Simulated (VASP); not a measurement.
# Si2Mo (P3_212) in VASP: notebook

Si2Mo is run at these levels: PBEsol; tasks: single point.

All numbers are computed with VASP 6.6.1; they aren't measurements. Logs are shortened: lines on timing, memory, paths and dates and some standing lists are left out, and cuts for length are marked.

## 1. The cell of the first run

The structure is trigonal, space group P3_212 (No. 153). The conventional cell has a = 4.574 Å, b = 4.574 Å, c = 6.567 Å, α = 90.00°, β = 90.00°, γ = 120.00°. Within 3.4 Å of Si (site symmetry 2) lie 9 Si at 2.55 to 3.20 Å and 5 Mo at 2.56 to 2.64 Å. Within 3.4 Å of Si (site symmetry 2) lie 9 Si at 2.55 to 3.25 Å and 5 Mo at 2.57 to 2.68 Å. Within 3.4 Å of Mo (site symmetry 2) lie 10 Si at 2.56 to 2.68 Å and 4 Mo at 3.13 to 3.21 Å.

## 2. Single point, PBEsol (atoms displaced along a vibrational mode)

INCAR reads:

```
SYSTEM = Si2Mo
PREC = Accurate ; ENCUT = 520
EDIFF = 1E-6 ; ISMEAR = 0
SIGMA = 0.15 ; LREAL = .FALSE.
LASPH = .TRUE. ; NELM = 100
ALGO = Normal ; ISIF = 2
LWAVE = .FALSE. ; LCHARG = .FALSE.
GGA = PS ; NBANDS = 43
```

KPOINTS reads:

```
Automatic mesh
0
G
  12 12 6
  0 0 0
```

POSCAR reads:

```
Si2Mo
1.0
    4.5744403908      0.0000000000      0.0000000000
   -2.2872201954      3.9615815865      0.0000000000
    0.0000000000      0.0000000000      6.5665572496
Si Mo
6 3
Direct
    0.1704786761      0.8295213239      0.8333333333
    0.3157149086      0.1578574543      0.1666666667
    0.8421425457      0.6842850914      0.5000000000
    0.8421425457      0.1578574543      0.8333333333
    0.6590426477      0.8295213239      0.1666666667
    0.1704786761      0.3409573523      0.5000000000
    0.5039871916      0.0079743831      0.5000000000
   -0.0079743831      0.4960128084      0.1666666667
    0.5039871916      0.4960128084      0.8333333333
```

Potentials or basis: VASP PAW PBE potentials, release 64 (Si, Mo_sv).

The run is started by

```bash
> cat potpaw_PBE.64/Si/POTCAR potpaw_PBE.64/Mo_sv/POTCAR > POTCAR
> mpirun -np 1 vasp_std > vasp.out
```

OUTCAR:

```text
SYSTEM = Si2Mo
   PREC = Accurate
   ENCUT = 520
   EDIFF = 1E-6
   ISMEAR = 0
   LREAL = .FALSE.
   LASPH = .TRUE.
   NELM = 100
   ISIF = 2
   GGA = PS

 ion  position               nearest neighbor table
   1  0.170  0.830  0.833-   3 2.55   2 2.55   7 2.56   8 2.56   4 2.60   9 2.64   9 2.64   9 2.64
                             4 2.66   4 2.66   6 3.13   5 3.13
   2  0.316  0.158  0.167-   6 2.55   1 2.55   7 2.57   9 2.57   5 2.60   8 2.62   8 2.62   5 2.66
                             5 2.66   8 2.68   3 3.08   4 3.08
   3  0.842  0.684  0.500-   1 2.55   5 2.55   9 2.57   8 2.57   6 2.60   7 2.62   7 2.62   6 2.66
                             6 2.66   7 2.68   4 3.08   2 3.08
   4  0.842  0.158  0.833-   6 2.55   5 2.55   7 2.57   8 2.57   1 2.60   9 2.62   9 2.62   1 2.66
                             1 2.66   9 2.68   3 3.08   2 3.08
   5  0.659  0.830  0.167-   3 2.55   4 2.55   7 2.56   9 2.56   2 2.60   8 2.64   8 2.64   8 2.64
                             2 2.66   2 2.66   6 3.13   1 3.13
   6  0.170  0.341  0.500-   4 2.55   2 2.55   8 2.56   9 2.56   3 2.60   7 2.64   7 2.64   7 2.64
                             3 2.66   3 2.66   5 3.13   1 3.13
   7  0.504  0.008  0.500-   5 2.56   1 2.56   4 2.57   2 2.57   3 2.62   3 2.62   6 2.64   6 2.64
                             6 2.64   3 2.68   8 3.13   9 3.13   9 3.21   8 3.21
   8  0.992  0.496  0.167-   6 2.56   1 2.56   3 2.57   4 2.57   2 2.62   2 2.62   5 2.64   5 2.64
                             5 2.64   2 2.68   7 3.13   9 3.13   7 3.21   9 3.21
   9  0.504  0.496  0.833-   6 2.56   5 2.56   3 2.57   2 2.57   4 2.62   4 2.62   1 2.64   1 2.64
                             1 2.64   4 2.68   7 3.13   8 3.13   7 3.21   8 3.21

  LATTYP: Found a hexagonal cell.
 ALAT       =     4.5744403908
 C/A-ratio  =     1.4354886475

  Lattice vectors:

 A1 = (   4.5744403908,   0.0000000000,   0.0000000000)
 A2 = (  -2.2872201954,   3.9615815865,   0.0000000000)
 A3 = (   0.0000000000,   0.0000000000,   6.5665572496)

Analysis of symmetry for initial positions (statically):
=====================================================================
 Subroutine PRICEL returns:
 Original cell was already a primitive cell.

 Routine SETGRP: Setting up the symmetry group for a
 hexagonal supercell.

 Subroutine GETGRP returns: Found  6 space group operations
 (whereof  2 operations were pure point group operations)
 out of a pool of 24 trial point group operations.

The static configuration has the point symmetry C_2 .
 The point group associated with its full space group is D_3 .

Analysis of symmetry for dynamics (positions and initial velocities):
=====================================================================
 Subroutine PRICEL returns:
 Original cell was already a primitive cell.

 Routine SETGRP: Setting up the symmetry group for a
 hexagonal supercell.

 Subroutine GETGRP returns: Found  6 space group operations
 (whereof  2 operations were pure point group operations)
 out of a pool of 24 trial point group operations.

The dynamic configuration has the point symmetry C_2 .
 The point group associated with its full space group is D_3 .

 Subroutine INISYM returns: Found  6 space group operations
 (whereof  2 operations are pure point group operations),
 and found     1 'primitive' translations

----------------------------------------------------------------------------------------

                                     Primitive cell

  volume of cell :     118.9993

  direct lattice vectors                    reciprocal lattice vectors
     4.574440391  0.000000000  0.000000000     0.218605975  0.126212218  0.000000000
    -2.287220195  3.961581586  0.000000000     0.000000000  0.252424437  0.000000000
     0.000000000  0.000000000  6.566557250     0.000000000  0.000000000  0.152286801

  length of vectors
     4.574440391  4.574440391  6.566557250     0.252424437  0.252424437  0.152286801

  position of ions in fractional coordinates (direct lattice)
     0.170478676  0.829521324  0.833333333
     0.315714909  0.157857454  0.166666667
     0.842142546  0.684285091  0.500000000
     0.842142546  0.157857454  0.833333333
     0.659042648  0.829521324  0.166666667
     0.170478676  0.340957352  0.500000000
     0.503987192  0.007974383  0.500000000
     0.992025617  0.496012808  0.166666667
     0.503987192  0.496012808  0.833333333

  ion indices of the primitive-cell ions
   primitive index   ion index
                 1           1
                 2           2
                 3           3
                 4           4
                 5           5
                 6           6
                 7           7
                 8           8
                 9           9

----------------------------------------------------------------------------------------

 KPOINTS: Automatic mesh

Automatic generation of k-mesh.
 Grid dimensions read from file:
 generate k-points for:   12   12    6

 Generating k-lattice:

  Cartesian coordinates                     Fractional coordinates (reciprocal lattice)
     0.018217165  0.010517685  0.000000000     0.083333333  0.000000000  0.000000000
     0.000000000  0.021035370  0.000000000     0.000000000  0.083333333  0.000000000
     0.000000000  0.000000000  0.025381134     0.000000000  0.000000000  0.166666667

  Length of vectors
     0.021035370  0.021035370  0.025381134

  Shift w.r.t. Gamma in fractional coordinates (k-lattice)
     0.000000000  0.000000000  0.000000000

 Subroutine IBZKPT returns following result:
 ===========================================

 Found    100 irreducible k-points:

 Following reciprocal coordinates:
            Coordinates               Weight
  0.000000  0.000000  0.000000      1.000000
  0.083333  0.000000  0.000000      6.000000
  0.166667  0.000000  0.000000      6.000000
  0.250000  0.000000  0.000000      6.000000
  0.333333  0.000000  0.000000      6.000000
  0.416667  0.000000  0.000000      6.000000
[... 16 lines left out ...]
  0.250000  0.000000  0.166667     12.000000
  0.333333  0.000000  0.166667     12.000000
 [... further k-points ...]
   k-points           NKPTS =    100   k-points in BZ     NKDIM =    100   number of bands    NBANDS=     43
   number of dos      NEDOS =    301   number of ions     NIONS =      9
   total plane-waves  NPLWV =  64800
   dimension x,y,z NGX =    36 NGY =   36 NGZ =   50
   dimension x,y,z NGXF=    72 NGYF=   72 NGZF=  100
   ions per type =               6   3
   NGX,Y,Z   is equivalent  to a cutoff of  13.08, 13.08, 12.66 a.u.
   NGXF,Y,Z  is equivalent  to a cutoff of  26.17, 26.17, 25.32 a.u.
 SYSTEM =  Si2Mo
   PREC   = accura    normal or accurate (medium, high low for compatibility)
   ISTART =      0    job   : 0-new  1-cont  2-samecut
   ICHARG =      2    charge: 1-file 2-atom 10-const
   ISPIN  =      1    spin polarized calculation?
   LNONCOLLINEAR =      F non collinear calculations
   LSORBIT =      F    spin-orbit coupling
   LASPH  =      T    aspherical Exc in radial PAW
   ENCUT  =  520.0 eV  38.22 Ry    6.18 a.u.   8.51  8.51 12.21*2*pi/ulx,y,z
   NELM   =    100;   NELMIN=  2; NELMDL= -5     # of ELM steps
   EDIFF  = 0.1E-05   stopping-criterion for ELM
   LREAL  =      F    real-space projection
   EDIFFG = 0.1E-04   stopping-criterion for IOM
   NSW    =      0    number of steps for IOM
   IBRION =     -1    ionic relax: 0-MD 1-quasi-New 2-CG
   NFREE  =      0    steps in history (QN), initial steepest desc. (CG)
   ISIF   =      2    stress and relaxation
   ISYM   =      2    0-nonsym 1-usesym 2-fastsym
   POTIM  = 0.5000    time-step for ionic-motion
   TEBEG  =    0.0;   TEEND  =   0.0 temperature during run
   PSTRESS=    0.0 pullay stress
   NELECT =      66.0000    total number of electrons
   NUPDOWN=      -1.0000    fix difference up-down
   EMIN   =  10.00;   EMAX   =-10.00  energy-range for DOS
   EFERMI =   0.00;   METHOD = LEGACY
   ISMEAR =     0;   SIGMA  =   0.15  broadening in eV -4-tet -1-fermi 0-gaus
   EFERMI_NEDOS =   21; number of points for ismear=-14 and -15
   IALGO  =     38    algorithm
   IMIX   =      4    mixing-type and parameters
     AMIX     =   0.40;   BMIX     =  1.00
     AMIX_MAG =   1.60;   BMIX_MAG =  1.00
  volume/ion in A,a.u.               =      13.22        89.23
  Fermi-wavevector in a.u.,A,eV,Ry     =   1.345059  2.541793 24.615443  1.809184
  Thomas-Fermi vector in A             =   2.473003
   LORBIT       =      0    0 simple, 1 ext, 2 COOP (PROOUT), +10 PAW based schemes
   GGA     = PS    functional components
   LHFCALC =     F    Hartree Fock is set to
   AEXX    =    0.0000 exact exchange contribution
   IVDW    =     0    specifies the selected vdW correction
   LEPSILON=     F    determine dielectric tensor
   LRPA    =     F    only Hartree local field effects (RPA)
 non-spin polarized calculation
 Gauss-broadening in eV      SIGMA  =   0.15
  energy-cutoff  :      520.00
  volume of cell :      119.00
 maximum number of plane-waves:      3236
 NGX is ok and might be reduce to    36
   NGX = 17   NGY = 17   NGZ = 25

 number of electron      66.0000003 magnetization

 Free energy of the ion-electron system (eV)
  ---------------------------------------------------
  ext. energy  EPLUGINS =         0.00000000
  ---------------------------------------------------
  free energy    TOTEN  =       -74.93988482 eV

  energy without entropy =      -74.93772052  energy(sigma->0) =      -74.93880267

 E-fermi :  12.9634     XC(G=0): -12.5758

 val. band max:       12.9422257449   @ k =   0.5000   0.0000   0.5000
 cond. band min:      12.9693509783   @ k =   0.5000   0.0000   0.0000
 fundamental gap:      0.0271252334
 Fermi energy:        12.9633535177

 k-point     1 :       0.0000    0.0000    0.0000
  band No.  band energies     occupation
      1     -48.1054      2.00000
      2     -48.0733      2.00000
      3     -48.0733      2.00000
      4     -22.3884      2.00000
      5     -22.3853      2.00000
      6     -22.3853      2.00000
[... 35 lines left out ...]
     42      15.9648      0.00000
     43      16.3626      0.00000
[... 1017 lines left out ...]
      3     -48.0718      2.00000
      4     -22.4347      2.00000
      5     -22.4197      2.00000
      6     -22.3813      2.00000
[... 35 lines left out ...]
     42      16.2752      0.00000
     43      16.7405      0.00000

 [... further k-points ...]

------------------------ aborting loop because EDIFF is reached ----------------------------------------

  FORCE on cell =-STRESS in cart. coord.  units (eV):
  Direction    XX          YY          ZZ          XY          YZ          ZX
  --------------------------------------------------------------------------------------
  -------------------------------------------------------------------------------------
  Total        0.2730399      0.2730399      0.3511301     -0.0000000      0.0000000      0.0000000
  in kB        3.6761429      3.6761429      4.7275308     -0.0000000      0.0000000      0.0000000
  external PRESSURE =       4.0266055 kB  Pullay stress =       0.0000000 kB

 VOLUME and BASIS-vectors are now :
 -----------------------------------------------------------------------------
  energy-cutoff  :      520.00
  volume of cell :      119.00
      direct lattice vectors                 reciprocal lattice vectors
     4.574440391  0.000000000  0.000000000     0.218605975  0.126212218  0.000000000
    -2.287220195  3.961581586  0.000000000     0.000000000  0.252424437  0.000000000
     0.000000000  0.000000000  6.566557250     0.000000000  0.000000000  0.152286801

 POSITION                                       TOTAL-FORCE (eV/Angst)
 -----------------------------------------------------------------------------------
     -1.11745      3.28622      5.47213        -0.170122      0.098220      0.000000
      1.08316      0.62537      1.09443         0.164874      0.095190     -0.000000
      2.28722      2.71085      3.28328         0.000000     -0.190380     -0.000000
      3.49128      0.62537      5.47213        -0.164874      0.095190     -0.000000
      1.11745      3.28622      1.09443         0.170122      0.098220     -0.000000
     -0.00000      1.35073      3.28328         0.000000     -0.196440     -0.000000
      2.28722      0.03159      3.28328         0.000000     -0.412508     -0.000000
      3.40347      1.96500      1.09443         0.357243      0.206254      0.000000
      1.17097      1.96500      5.47213        -0.357243      0.206254     -0.000000
 -----------------------------------------------------------------------------------
    total drift:                               -0.000001     -0.000003     -0.000001

  FREE ENERGIE OF THE ION-ELECTRON SYSTEM (eV)
  ---------------------------------------------------
  free  energy   TOTEN  =       -74.9398848249 eV

  energy  without entropy=      -74.9377205168  energy(sigma->0) =      -74.93880267
```

Wall time 5.2 min (1 thread of Intel Xeon Platinum 8488C (Sapphire Rapids), shared host); peak memory 0.5 GiB.

Results:

* Free energy: -74.9399 eV
* Pressure: 0.4 GPa
* Largest force: 0.413 eV/Å
* Band gap on the k mesh: 0.03 eV (least direct gap 0.53 eV)

Forces on the atoms (eV/Å):
```
Si  -0.170  0.098  0.000
Si   0.165  0.095  0.000
Si   0.000 -0.190  0.000
Si  -0.165  0.095  0.000
Si   0.170  0.098  0.000
Si   0.000 -0.196  0.000
Mo   0.000 -0.413  0.000
Mo   0.357  0.206  0.000
Mo  -0.357  0.206  0.000
```

Stress tensor (GPa, compression positive):
```
0.37 0.00 0.00
0.00 0.37 0.00
0.00 0.00 0.47
```

Caveat: the cell differs from its parent crystal (atoms displaced along a vibrational mode); the PAW data sets were made with another functional, which shifts forces and pressure a little. A k mesh can miss the band edges.

## 3. Single point, PBEsol (atoms displaced along a vibrational mode)

INCAR reads:

```
PREC = Accurate
ENCUT = 520
EDIFF = 1E-6
ISMEAR = 0
SIGMA = 0.15
LREAL = F
LASPH = T
NELM = 60
ALGO = Normal
ISIF = 2
LWAVE = F
LCHARG = F
GGA = PS
NBANDS = 43
```

KPOINTS reads:

```
Automatic mesh
0
Gamma
  12 12 6
```

POSCAR reads:

```
Si2Mo
1.0
    4.5744403908      0.0000000000      0.0000000000
   -2.2872201954      3.9615815865      0.0000000000
    0.0000000000      0.0000000000      6.5665572496
Si Mo
6 3
Direct
    0.1673233707      0.8326766293      0.8333333333
    0.3220255196      0.1610127598      0.1666666667
    0.8389872402      0.6779744804      0.5000000000
    0.8389872402      0.1610127598      0.8333333333
    0.6653532586      0.8326766293      0.1666666667
    0.1673233707      0.3346467414      0.5000000000
    0.5019935958      0.0039871916      0.5000000000
   -0.0039871916      0.4980064042      0.1666666667
    0.5019935958      0.4980064042      0.8333333333
```

Potentials or basis: VASP PAW PBE potentials, release 64 (Si, Mo_sv).

The run is started by

```bash
> cat potpaw_PBE.64/Si/POTCAR potpaw_PBE.64/Mo_sv/POTCAR > POTCAR
> mpirun -np 1 vasp_std > vasp.out
```

OUTCAR:

```text
PREC = Accurate
   ENCUT = 520
   EDIFF = 1E-6
   ISMEAR = 0
   LREAL = F
   LASPH = T
   NELM = 60
   ISIF = 2
   GGA = PS

 ion  position               nearest neighbor table
   1  0.167  0.833  0.833-   3 2.55   2 2.55   7 2.56   8 2.56   4 2.60   9 2.64   9 2.64   9 2.65
                             4 2.66   4 2.66
   2  0.322  0.161  0.167-   6 2.55   1 2.55   7 2.56   9 2.56   5 2.60   8 2.63   8 2.63   5 2.66
                             5 2.66   8 2.67   3 3.11   4 3.11
   3  0.839  0.678  0.500-   1 2.55   5 2.55   9 2.56   8 2.56   6 2.60   7 2.63   7 2.63   6 2.66
                             6 2.66   7 2.67   4 3.11   2 3.11
   4  0.839  0.161  0.833-   6 2.55   5 2.55   7 2.56   8 2.56   1 2.60   9 2.63   9 2.63   1 2.66
[... 1334 lines left out ...]
  external PRESSURE =       3.8570339 kB  Pullay stress =       0.0000000 kB

 VOLUME and BASIS-vectors are now :
 -----------------------------------------------------------------------------
  energy-cutoff  :      520.00
  volume of cell :      119.00
      direct lattice vectors                 reciprocal lattice vectors
     4.574440391  0.000000000  0.000000000     0.218605975  0.126212218  0.000000000
    -2.287220195  3.961581586  0.000000000     0.000000000  0.252424437  0.000000000
     0.000000000  0.000000000  6.566557250     0.000000000  0.000000000  0.152286801

 POSITION                                       TOTAL-FORCE (eV/Angst)
 -----------------------------------------------------------------------------------
     -1.13910      3.29872      5.47213        -0.085600      0.049421      0.000000
      1.10481      0.63787      1.09443         0.081913      0.047292      0.000000
      2.28722      2.68585      3.28328        -0.000000     -0.094585      0.000000
      3.46963      0.63787      5.47213        -0.081913      0.047292      0.000000
      1.13910      3.29872      1.09443         0.085600      0.049421      0.000000
     -0.00000      1.32573      3.28328         0.000000     -0.098842      0.000000
      2.28722      0.01580      3.28328         0.000000     -0.207121      0.000000
      3.41715      1.97289      1.09443         0.179372      0.103561     -0.000000
      1.15729      1.97289      5.47213        -0.179372      0.103561      0.000000
 -----------------------------------------------------------------------------------
    total drift:                                0.000001     -0.000008     -0.000001

  FREE ENERGIE OF THE ION-ELECTRON SYSTEM (eV)
  ---------------------------------------------------
  free  energy   TOTEN  =       -74.9763471782 eV

  energy  without entropy=      -74.9742611183  energy(sigma->0) =      -74.97530415
```

OSZICAR:

```text
N       E                     dE             d eps       ncg     rms          rms(c)
DAV:   1     0.537687196742E+03    0.53769E+03   -0.36416E+04  9152   0.148E+03
DAV:   2    -0.524725801960E+02   -0.59016E+03   -0.57082E+03  9791   0.396E+02
DAV:   3    -0.772080392007E+02   -0.24735E+02   -0.24221E+02 11149   0.714E+01
DAV:   4    -0.776496850555E+02   -0.44165E+00   -0.43894E+00 10554   0.889E+00
DAV:   5    -0.776570761312E+02   -0.73911E-02   -0.73784E-02 10684   0.115E+00    0.400E+01
DAV:   6    -0.754594724604E+02    0.21976E+01   -0.16582E+01 10039   0.190E+01    0.907E+00
DAV:   7    -0.751113654614E+02    0.34811E+00   -0.28744E+00  9916   0.752E+00    0.854E+00
DAV:   8    -0.749781231601E+02    0.13324E+00   -0.39858E-01 10049   0.332E+00    0.785E-01
DAV:   9    -0.749770520736E+02    0.10711E-02   -0.21514E-02 11357   0.559E-01    0.415E-01
DAV:  10    -0.749765570982E+02    0.49498E-03   -0.48941E-03 10065   0.399E-01    0.173E-01
DAV:  11    -0.749763497875E+02    0.20731E-03   -0.10720E-03 10138   0.169E-01    0.282E-02
DAV:  12    -0.749763481319E+02    0.16555E-05   -0.40552E-05 10432   0.305E-02    0.159E-02
DAV:  13    -0.749763471782E+02    0.95371E-06   -0.24186E-06  7941   0.696E-03
   1 F= -.74976347E+02 E0= -.74975304E+02  d E =-.208606E-02
```

It took 5.7 min on 1 thread of Intel Xeon Platinum 8488C (Sapphire Rapids), shared host; peak memory 0.5 GiB.

Results:

```yaml
Free_energy: -74.9763 eV
Pressure: 0.4 GPa
Largest_force: 0.207 eV/Å
Band_gap_on_the_k_mesh: 0.03 eV (least direct gap 0.53 eV)
```

Forces on the atoms (eV/Å):
```
Si  -0.086  0.049  0.000
Si   0.082  0.047  0.000
Si   0.000 -0.095  0.000
Si  -0.082  0.047  0.000
Si   0.086  0.049  0.000
Si   0.000 -0.099  0.000
Mo   0.000 -0.207  0.000
Mo   0.179  0.104  0.000
Mo  -0.179  0.104  0.000
```

Caveat: the cell differs from its parent crystal (atoms displaced along a vibrational mode); the PAW data sets were made with another functional, which shifts forces and pressure a little.
